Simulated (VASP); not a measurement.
Set up this calculation in VASP 6.6.1, as the native input.

- Task: single point
- Functional: r2SCAN
- Potentials or basis: VASP PAW PBE potentials, release 64 (Li_sv, Br)
- Cutoff: 830 eV
- k mesh: 9 × 9 × 9
- Occupations: fermi-dirac, width 0.02 eV
- Spin: no spin polarisation
- Dipole correction: no
- Further INCAR settings: ALGO = Normal; EDIFF = 1e-06; NBANDS = 12

Crystal: LiBr.

```
Li Br
1.0
     0.00000    2.73972    2.73972
     2.73972    0.00000    2.73972
     2.73972    2.73972    0.00000
Li Br
1 1
Direct
  0.00000 0.00000 0.00000
  0.50000 0.50000 0.50000
```

The input as run:

POSCAR

```
LiBr
1.0
    0.0000000000      2.7397186025      2.7397186025
    2.7397186025      0.0000000000      2.7397186025
    2.7397186025      2.7397186025      0.0000000000
Li Br
1 1
Direct
    0.0000000000      0.0000000000      0.0000000000
    0.5000000000      0.5000000000      0.5000000000
```

INCAR.step1

```
SYSTEM = LiBr
PREC = Accurate
ENCUT = 830
ISMEAR = -1
SIGMA = 0.02
LREAL = .False.
LASPH = .True.
NELM = 120
NBANDS = 12
GGA = PE
ALGO = Normal
EDIFF = 1E-5
LWAVE = .True.
LCHARG = .False.
GGA_COMPAT = .False.
```

INCAR.step2

```
SYSTEM = LiBr
PREC = Accurate
ENCUT = 830
EDIFF = 1E-6
ISMEAR = -1
SIGMA = 0.02
LREAL = .False.
LASPH = .True.
NELM = 120
ALGO = Normal
ISIF = 2
LWAVE = .False.
LCHARG = .False.
METAGGA = R2SCAN
LMIXTAU = .True.
NBANDS = 12
ISTART = 1
GGA_COMPAT = .False.
```

KPOINTS

```
Automatic mesh
0
Gamma
  9 9 9
  0 0 0
```

Potentials or basis: VASP PAW PBE potentials, release 64 (Li_sv, Br).

The run is started by

```sh
$ cat potpaw_PBE.64/Li_sv/POTCAR potpaw_PBE.64/Br/POTCAR > POTCAR
$ cp INCAR.step1 INCAR
$ mpirun -np 1 vasp_std > vasp.out
$ cp INCAR.step2 INCAR
$ mpirun -np 1 vasp_std > vasp.out
```

Results of the run:

```
Pressure               : -0.4 GPa
Band gap on the k mesh : 5.93 eV, direct
```

Caveat: the PAW data sets were made with another functional, which shifts forces and pressure a little.

Run time: 120 s on 1 thread of Intel(R) Xeon(R) Platinum 8259CL CPU @ 2.50GHz (Skylake/Cascade Lake), with other jobs on the host, peak memory 0.23 GiB.
